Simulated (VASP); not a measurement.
# C21O: single point with PBE+D3(BJ)

C21O, a slab with vacuum:

```
C O
1.0
     5.03042    0.00000    0.00000
     0.00000    3.55705    0.00000
     0.00000    0.00000   23.82514
C O
21 1
Direct
  0.25000 0.00000 0.16789
  0.75000 0.00000 0.16789
  0.00000 0.25000 0.16789
  0.50000 0.25000 0.16789
  0.00000 0.50000 0.22067
  0.50000 0.50000 0.22067
  0.25000 0.75000 0.22067
  0.75000 0.75000 0.22067
  0.25000 0.00238 0.27332
  0.75000 0.00238 0.27332
  0.00000 0.24762 0.27332
  0.50000 0.24762 0.27332
  0.00000 0.50947 0.32757
  0.50000 0.50947 0.32757
  0.25000 0.74053 0.32757
  0.75000 0.74053 0.32757
  0.25000 0.02867 0.37251
  0.75000 0.02867 0.37251
  0.00000 0.22133 0.37251
  0.50000 0.22133 0.37251
  0.25000 0.52867 0.55509
  0.25000 0.52867 0.50682
```

```json
{"Program": "VASP 6.6.1", "Task": "single point", "Functional": "PBE", "Dispersion": "D3(BJ)", "Potentials or basis": "VASP PAW PBE potentials, release 64 (C, O)", "Cutoff": "520 eV", "k mesh": "5 × 8 × 1", "Occupations": "gaussian, width 0.05 eV", "Spin": "no spin polarisation", "Dipole correction": "yes", "Further INCAR settings": "LREAL = Auto; ALGO = Normal; EDIFF = 1e-07; NBANDS = 62"}
```

* Largest force: 4.363 eV/Å
* Band gap on the k mesh: zero (bands 45 and 46 overlap by 0.03 eV)
* Dispersion energy per atom: -0.141 eV

Forces on the atoms (eV/Å):
```
C    0.000  4.260  0.938
C    0.000  4.259  0.941
C    0.000 -4.260  0.939
C    0.000 -4.260  0.939
C   -0.001  1.062 -0.969
C    0.001  1.062 -0.969
C    0.000 -1.064 -0.965
C    0.000 -1.062 -0.972
C    0.000 -0.010  0.005
C    0.000 -0.010  0.017
C    0.000  0.009  0.011
C    0.000  0.009  0.011
C    0.004  0.003 -0.013
C   -0.004  0.003 -0.013
C    0.000  0.002 -0.006
C    0.000 -0.006 -0.025
C    0.000  0.001  0.028
C    0.000 -0.008  0.062
C    0.002 -0.004  0.033
C   -0.002 -0.004  0.033
C    0.000  0.003 -0.734
O    0.000  0.014  0.707
```

Levels at points of the mesh, in eV from the Fermi level:
```
           k point  band 42  band 43  band 44  band 45  band 46  band 47  band 48  band 49
(0.00, 0.00, 0.00)    -0.80    -0.71    -0.71    -0.04    -0.04     0.13     1.51     3.02
(0.00, 0.50, 0.00)    -0.55    -0.37    -0.16    -0.16     0.14     0.64     0.64     1.03
```

It took 7.3 min on 1 thread of AMD EPYC 9R45 96-Core Processor (Zen 5) (shared host), peak memory 0.57 GiB.
